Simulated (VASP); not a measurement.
A run of VASP 6.6.1:

The input POSCAR:

```
Te
1.0
    5.7714520104      0.0000000000      0.0000000000
   -2.8857260052      4.9982240577      0.0000000000
    0.0000000000      0.0000000000      3.0888576630
Te
3
Direct
    1.0000000000      1.0000000000      0.0000000000
    0.3333333333      0.6666666667      0.5000000000
    0.6666666667      0.3333333333      0.5000000000
```

The input INCAR.step1:

```
SYSTEM = Te
ALGO = Normal
EDIFF = 1E-4
ENCUT = 520
GGA = PE
ISMEAR = -1
LASPH = .True.
LCHARG = .False.
LREAL = .False.
LWAVE = .True.
NBANDS = 16
NELM = 100
PREC = Accurate
SIGMA = 0.1
```

INCAR.step2

```
SYSTEM = Te
ALGO = Normal
EDIFF = 1E-6
ENCUT = 520
ISIF = 2
ISMEAR = -1
ISTART = 1
LASPH = .True.
LCHARG = .True.
LELF = .True.
LMIXTAU = .True.
LREAL = .False.
LVHAR = .True.
LWAVE = .False.
METAGGA = R2SCAN
NBANDS = 16
NELM = 100
PREC = Accurate
SIGMA = 0.1
```

Contents of KPOINTS:

```
k-points
0
Gamma
  7 7 12
  0 0 0
```

Potentials or basis: VASP PAW PBE potentials, release 64 (Te).

The run is started by

```sh
$ cat potpaw_PBE.64/Te/POTCAR > POTCAR
$ cp INCAR.step1 INCAR
$ mpirun -np 1 vasp_std > vasp.out
$ cp INCAR.step2 INCAR
$ mpirun -np 1 vasp_std > vasp.out
```

Hardware: 1 thread of Intel(R) Xeon(R) Platinum 8488C (Sapphire Rapids) (shared host).

Task: How long does it take, and how much memory?

Result: Wall time 2.7 min on 1 thread of Intel(R) Xeon(R) Platinum 8488C (Sapphire Rapids), with other jobs on the host, peak memory 0.27 GiB. Counts: k points 56.
